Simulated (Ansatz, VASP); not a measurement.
**Ru: VASP beside Ansatz**

```
CELL_PARAMETERS angstrom
2.70783 0.00000 0.00000
-1.35391 2.34505 0.00000
0.00000 0.00000 4.26810
ATOMIC_POSITIONS crystal
Ru 0.33333 0.66667 0.25000
Ru 0.66667 0.33333 0.75000
```

Alike in both runs: task electric field gradients; functional PBEsol; k mesh 14 × 14 × 8; occupations fermi-dirac, width 0.05 eV; no spin polarisation.

```csv
,VASP,Ansatz
version,VASP 6.6.1,Ansatz 0.2.0
potentials or method,"VASP PAW PBE potentials, release 64 (Ru_pv)","PAW with Ansatz's default frozen-core files, scalar-relativistic"
plane-wave cutoff (eV),520,420
valence electrons in the cell,28,32
```

|  | VASP | Ansatz | Ansatz less VASP |
| --- | --- | --- | --- |
| pressure (GPa) | -5.7 | -5.6 | +0.09 |
| size of Vzz on the site where it differs most (V/Å²) | 15.5 | 11.4 | -4.10 |

VASP's potentials were made for PBE, not for PBEsol. VASP's potentials hold 28 valence electrons a cell and Ansatz's 32, so a difference there can come from the potentials and not from the codes.
